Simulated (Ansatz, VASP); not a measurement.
MgO: VASP beside Ansatz

File INCAR:

```
SYSTEM = MgO
PREC = Accurate ; ENCUT = 520
EDIFF = 1E-6 ; ISMEAR = 0
SIGMA = 0.05 ; LREAL = .False.
LASPH = .True. ; NELM = 100
ALGO = Normal ; ISIF = 2
LWAVE = .False. ; LCHARG = .False.
GGA = PE ; NBANDS = 11
```

Contents of KPOINTS:

```
Automatic mesh
0
Gamma
  14 14 14
  0 0 0
```

Contents of POSCAR:

```
MgO
1.0
    2.2928071734      0.0000000000      0.0000000000
    0.0000000000      2.2928071734      0.0000000000
    0.0000000000      0.0000000000      2.2928071734
Mg O
1 1
Direct
    0.0000000000      0.0000000000      0.0000000000
    0.5000000000      0.5000000000      0.5000000000
```

Input for Ansatz:

```yaml
crystal:
  lattice:
    - [2.2928071734, 0.0, 0.0]
    - [0.0, 2.2928071734, 0.0]
    - [0.0, 0.0, 2.2928071734]
  atoms:
    - { symbol: Mg, position: [0.0, 0.0, 0.0] }
    - { symbol: O, position: [0.5, 0.5, 0.5] }
basis:
  ecutwfc: 420
  ecutrho_ratio: 4
kpoints:
  mp_grid: { grid: [14, 14, 14] }
hamiltonian:
  xc: pbe
scf:
  occupations: { method: gaussian, width: 0.05 }
output:
  forces: true
  stress: true
  eigenvalues: true
```

Alike in both runs: task single point; functional PBE; k mesh 14 × 14 × 14; occupations gaussian, width 0.05 eV; no spin polarisation.

|  | VASP | Ansatz |
| --- | --- | --- |
| version | VASP 6.6.1 | Ansatz 0.2.0 |
| potentials or method | VASP PAW PBE potentials, release 64 (Mg, O), cutoff 520 eV | scalar-relativistic, plane waves, PAW |
| valence electrons in the cell | 8 | 16 |

|  | VASP | Ansatz | Ansatz less VASP |
| --- | --- | --- | --- |
| gap on the k mesh at the Fermi level (eV) | 6.50 | 6.52 | +0.012 |
| least direct gap on the mesh (eV) | 6.50 | 6.52 | +0.012 |

VASP's potentials hold 8 valence electrons a cell and Ansatz's 16, so a difference there can come from the potentials and not from the codes.
